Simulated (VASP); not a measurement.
# MgO (Fm-3m) in VASP: further runs, part 2 of 2

VASP 6.6.1.

## 6. Single point, PBE

Contents of INCAR:

```
SYSTEM = MgO
PREC = Accurate ; ENCUT = 520
EDIFF = 1E-6 ; ISMEAR = -1
SIGMA = 0.05 ; LREAL = .FALSE.
LASPH = .TRUE. ; NELM = 80
ALGO = Normal ; ISIF = 2
LWAVE = .FALSE. ; LCHARG = .FALSE.
GGA = PE ; NBANDS = 11
```

Contents of KPOINTS:

```
Automatic mesh
0
G
  9 9 9
  0 0 0
```

Contents of POSCAR:

```
MgO
1.0
    0.0000000000      2.1040000000      2.1040000000
    2.1040000000      0.0000000000      2.1040000000
    2.1040000000      2.1040000000      0.0000000000
Mg O
1 1
Direct
    0.0000000000      0.0000000000      0.0000000000
    0.5000000000      0.5000000000      0.5000000000
```

Potentials or basis: VASP PAW PBE potentials, release 64 (Mg, O).

Started as:

```console
$ cat potpaw_PBE.64/Mg/POTCAR potpaw_PBE.64/O/POTCAR > POTCAR
$ mpirun -np 1 vasp_std > vasp.out
```

OUTCAR:

```text
SYSTEM = MgO
   PREC = Accurate
   ENCUT = 520
   EDIFF = 1E-6
   ISMEAR = -1
   LREAL = .FALSE.
   LASPH = .TRUE.
   NELM = 80
   ISIF = 2
   GGA = PE

 ion  position               nearest neighbor table
   1  0.000  0.000  0.000-   2 2.10   2 2.10   2 2.10   2 2.10   2 2.10   2 2.10
   2  0.500  0.500  0.500-   1 2.10   1 2.10   1 2.10   1 2.10   1 2.10   1 2.10

  LATTYP: Found a face centered cubic cell.
 ALAT       =     4.2080000000

  Lattice vectors:

 A1 = (   0.0000000000,   2.1040000000,   2.1040000000)
 A2 = (   2.1040000000,   0.0000000000,   2.1040000000)
 A3 = (   2.1040000000,   2.1040000000,   0.0000000000)

Analysis of symmetry for initial positions (statically):
=====================================================================
 Subroutine PRICEL returns:
 Original cell was already a primitive cell.

 Routine SETGRP: Setting up the symmetry group for a
 face centered cubic supercell.

 Subroutine GETGRP returns: Found 48 space group operations
 (whereof 48 operations were pure point group operations)
 out of a pool of 48 trial point group operations.

The static configuration has the point symmetry O_h .

Analysis of symmetry for dynamics (positions and initial velocities):
=====================================================================
 Subroutine PRICEL returns:
 Original cell was already a primitive cell.

 Routine SETGRP: Setting up the symmetry group for a
 face centered cubic supercell.

 Subroutine GETGRP returns: Found 48 space group operations
 (whereof 48 operations were pure point group operations)
 out of a pool of 48 trial point group operations.

The dynamic configuration has the point symmetry O_h .

 Subroutine INISYM returns: Found 48 space group operations
 (whereof 48 operations are pure point group operations),
 and found     1 'primitive' translations

----------------------------------------------------------------------------------------

                                     Primitive cell

  volume of cell :      18.6280

  direct lattice vectors                    reciprocal lattice vectors
     0.000000000  2.104000000  2.104000000    -0.237642586  0.237642586  0.237642586
     2.104000000  0.000000000  2.104000000     0.237642586 -0.237642586  0.237642586
     2.104000000  2.104000000  0.000000000     0.237642586  0.237642586 -0.237642586

  length of vectors
     2.975505335  2.975505335  2.975505335     0.411609032  0.411609032  0.411609032

  position of ions in fractional coordinates (direct lattice)
     0.000000000  0.000000000  0.000000000
     0.500000000  0.500000000  0.500000000

  ion indices of the primitive-cell ions
   primitive index   ion index
                 1           1
                 2           2

----------------------------------------------------------------------------------------

 KPOINTS: Automatic mesh

Automatic generation of k-mesh.
 Grid dimensions read from file:
 generate k-points for:    9    9    9

 Generating k-lattice:

  Cartesian coordinates                     Fractional coordinates (reciprocal lattice)
    -0.026404732  0.026404732  0.026404732     0.111111111  0.000000000  0.000000000
     0.026404732 -0.026404732  0.026404732     0.000000000  0.111111111  0.000000000
     0.026404732  0.026404732 -0.026404732     0.000000000  0.000000000  0.111111111

  Length of vectors
     0.045734337  0.045734337  0.045734337

  Shift w.r.t. Gamma in fractional coordinates (k-lattice)
     0.000000000  0.000000000  0.000000000

 Subroutine IBZKPT returns following result:
 ===========================================

 Found     35 irreducible k-points:

 Following reciprocal coordinates:
            Coordinates               Weight
  0.000000  0.000000  0.000000      1.000000
  0.111111  0.000000  0.000000      8.000000
  0.222222  0.000000  0.000000      8.000000
  0.333333  0.000000  0.000000      8.000000
  0.444444  0.000000  0.000000      8.000000
  0.111111  0.111111  0.000000      6.000000
[... 16 lines left out ...]
 -0.333333  0.333333  0.000000     12.000000
  0.444444  0.444444  0.000000      6.000000
 [... further k-points ...]
   k-points           NKPTS =     35   k-points in BZ     NKDIM =     35   number of bands    NBANDS=     11
   number of dos      NEDOS =    301   number of ions     NIONS =      2
   total plane-waves  NPLWV =  13824
   dimension x,y,z NGX =    24 NGY =   24 NGZ =   24
   dimension x,y,z NGXF=    48 NGYF=   48 NGZF=   48
   ions per type =               1   1
   NGX,Y,Z   is equivalent  to a cutoff of  13.41, 13.41, 13.41 a.u.
   NGXF,Y,Z  is equivalent  to a cutoff of  26.82, 26.82, 26.82 a.u.
 SYSTEM =  MgO
   PREC   = accura    normal or accurate (medium, high low for compatibility)
   ISTART =      0    job   : 0-new  1-cont  2-samecut
   ICHARG =      2    charge: 1-file 2-atom 10-const
   ISPIN  =      1    spin polarized calculation?
   LNONCOLLINEAR =      F non collinear calculations
   LSORBIT =      F    spin-orbit coupling
   LASPH  =      T    aspherical Exc in radial PAW
   ENCUT  =  520.0 eV  38.22 Ry    6.18 a.u.   5.53  5.53  5.53*2*pi/ulx,y,z
   NELM   =     80;   NELMIN=  2; NELMDL= -5     # of ELM steps
   EDIFF  = 0.1E-05   stopping-criterion for ELM
   LREAL  =      F    real-space projection
   EDIFFG = 0.1E-04   stopping-criterion for IOM
   NSW    =      0    number of steps for IOM
   IBRION =     -1    ionic relax: 0-MD 1-quasi-New 2-CG
   NFREE  =      0    steps in history (QN), initial steepest desc. (CG)
   ISIF   =      2    stress and relaxation
   ISYM   =      2    0-nonsym 1-usesym 2-fastsym
   POTIM  = 0.5000    time-step for ionic-motion
   TEBEG  =    0.0;   TEEND  =   0.0 temperature during run
   PSTRESS=    0.0 pullay stress
   NELECT =       8.0000    total number of electrons
   NUPDOWN=      -1.0000    fix difference up-down
   EMIN   =  10.00;   EMAX   =-10.00  energy-range for DOS
   EFERMI =   0.00;   METHOD = LEGACY
   ISMEAR =    -1;   SIGMA  =   0.05  broadening in eV -4-tet -1-fermi 0-gaus
   EFERMI_NEDOS =   21; number of points for ismear=-14 and -15
   IALGO  =     38    algorithm
   IMIX   =      4    mixing-type and parameters
     AMIX     =   0.40;   BMIX     =  1.00
     AMIX_MAG =   1.60;   BMIX_MAG =  1.00
  volume/ion in A,a.u.               =       9.31        62.85
  Fermi-wavevector in a.u.,A,eV,Ry     =   1.235139  2.334074 20.756610  1.525568
  Thomas-Fermi vector in A             =   2.369800
   LORBIT       =      0    0 simple, 1 ext, 2 COOP (PROOUT), +10 PAW based schemes
   GGA     = PE    functional components
   LHFCALC =     F    Hartree Fock is set to
   AEXX    =    0.0000 exact exchange contribution
   IVDW    =     0    specifies the selected vdW correction
   LEPSILON=     F    determine dielectric tensor
   LRPA    =     F    only Hartree local field effects (RPA)
 non-spin polarized calculation
  energy-cutoff  :      520.00
  volume of cell :       18.63
 maximum number of plane-waves:       531
 NGX is ok and might be reduce to    24
   NGX = 11   NGY = 11   NGZ = 11

 number of electron       8.0000005 magnetization

 Free energy of the ion-electron system (eV)
  ---------------------------------------------------
  ext. energy  EPLUGINS =         0.00000000
  ---------------------------------------------------
  free energy    TOTEN  =       -11.90406784 eV

  energy without entropy =      -11.90406784  energy(sigma->0) =      -11.90406784

 E-fermi :   4.1684     XC(G=0): -11.0923

 val. band max:        3.2088223151   @ k =   0.0000   0.0000   0.0000
 cond. band min:       7.9634195160   @ k =   0.0000   0.0000   0.0000
 fundamental gap:      4.7545972008
 Fermi energy:         4.1683705977

 k-point     1 :       0.0000    0.0000    0.0000
  band No.  band energies     occupation
      1     -14.0696      2.00000
      2       3.2088      2.00000
      3       3.2088      2.00000
      4       3.2088      2.00000
      5       7.9634      0.00000
      6      19.0249      0.00000
      7      19.0249      0.00000
      8      19.0249      0.00000
      9      22.9492      0.00000
     10      24.7270      0.00000
     11      24.7270      0.00000
[... 309 lines left out ...]
 k-point    24 :       0.4444    0.4444    0.0000
  band No.  band energies     occupation
      1     -12.5676      2.00000
      2      -0.8155      2.00000
      3       1.8908      2.00000
      4       1.8908      2.00000
      5      12.4342      0.00000
      6      13.1893      0.00000
      7      16.3522      0.00000
      8      22.1346      0.00000
      9      22.1346      0.00000
     10      28.8046      0.00000
     11      29.7398      0.00000

 [... further k-points ...]
[... 5 lines left out ...]
  --------------------------------------------------------------------------------------
  -------------------------------------------------------------------------------------
  Total        0.5161905      0.5161905      0.5161905      0.0000000      0.0000000      0.0000000
  in kB       44.3969776     44.3969776     44.3969776      0.0000000      0.0000000      0.0000000
  external PRESSURE =      44.3969776 kB  Pullay stress =       0.0000000 kB

 VOLUME and BASIS-vectors are now :
 -----------------------------------------------------------------------------
  energy-cutoff  :      520.00
  volume of cell :       18.63
      direct lattice vectors                 reciprocal lattice vectors
     0.000000000  2.104000000  2.104000000    -0.237642586  0.237642586  0.237642586
     2.104000000  0.000000000  2.104000000     0.237642586 -0.237642586  0.237642586
     2.104000000  2.104000000  0.000000000     0.237642586  0.237642586 -0.237642586

 POSITION                                       TOTAL-FORCE (eV/Angst)
 -----------------------------------------------------------------------------------
      0.00000      0.00000      0.00000        -0.000000     -0.000000      0.000000
      2.10400      2.10400      2.10400         0.000000      0.000000      0.000000
 -----------------------------------------------------------------------------------
    total drift:                               -0.000000     -0.000000      0.000000

  FREE ENERGIE OF THE ION-ELECTRON SYSTEM (eV)
  ---------------------------------------------------
  free  energy   TOTEN  =       -11.9040678360 eV

  energy  without entropy=      -11.9040678359  energy(sigma->0) =      -11.90406784
```

stdout:

```text
POSCAR found type information on POSCAR MgO
 POSCAR found :  2 types and       2 ions
 scaLAPACK will be used
 LDA part: xc-table for (Slater+PW92), standard interpolation
 POSCAR, INCAR and KPOINTS ok, starting setup
 FFT: planning ... GRIDC
 FFT: planning ... GRID_SOFT
 FFT: planning ... GRID
 WAVECAR not read
 entering main loop
```

It took 3.9 s on 1 thread of Intel Xeon 6975P-C (Granite Rapids), shared host; peak memory 0.13 GiB.

What came out:

* Free energy: -11.9041 eV
* Pressure: 4.4 GPa
* Band gap on the k mesh: 4.75 eV, direct

Levels at points of the mesh, in eV from the valence-band top:
```tsv
k point	band 1	band 2	band 3	band 4	band 5	band 6	band 7	band 8	band 9
(0.00, 0.00, 0.00)	-17.28	0.00	0.00	0.00	4.75	15.82	15.82	15.82	19.74
```

## 7. Summary

```csv
k mesh,smearing,gap on the mesh (eV),pressure (GPa)
5 × 5 × 5,fermi-dirac 0.05 eV,4.75,4.4
9 × 9 × 9,fermi-dirac 0.05 eV,4.75,4.4
9 × 9 × 9,methfessel-paxton 0.05 eV,4.75,4.5
9 × 9 × 9,gaussian 0.01 eV,4.75,4.5
```

Alike in all rows: task single point; level PBE; potentials or basis VASP PAW PBE potentials, release 64 (Mg, O); no spin polarisation; cell as given; cutoff (eV) 520.

Caveats: some runs use coarse meshes.

Absolute energies hang on the potentials; compare differences alone.
